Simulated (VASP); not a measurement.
Input of a VASP 6.6.1 run:

File INCAR:

```
PREC = Accurate
ENCUT = 520
EDIFF = 1E-7
ISMEAR = 0
SIGMA = 0.15
LREAL = False
LASPH = True
NELM = 60
ALGO = Fast
ISIF = 2
LWAVE = False
LCHARG = True
GGA = PE
LELF = True
LVHAR = True
NBANDS = 12
```

KPOINTS

```
Automatic mesh
0
Gamma
  20 20 20
```

Contents of POSCAR:

```
In
1.0
   -1.6605026918      1.6605026918      2.3432605075
    1.6605026918     -1.6605026918      2.3432605075
    1.6605026918      1.6605026918     -2.3432605075
In
1
Direct
    0.0000000000      0.0000000000      0.0000000000
```

Potentials or basis: VASP PAW PBE potentials, release 64 (In_d).

Launch:

```console
$ cat potpaw_PBE.64/In_d/POTCAR > POTCAR
$ mpirun -np 1 vasp_std > vasp.out
```

Task: Predict the band gap on the k mesh.

Result: Zero (an odd number of electrons rules out a gap without spin polarisation).

Task: Estimate the pressure.

Result: 2.5 GPa.

Caveat: spin-orbit coupling is left out, which moves the levels of the heavy elements.
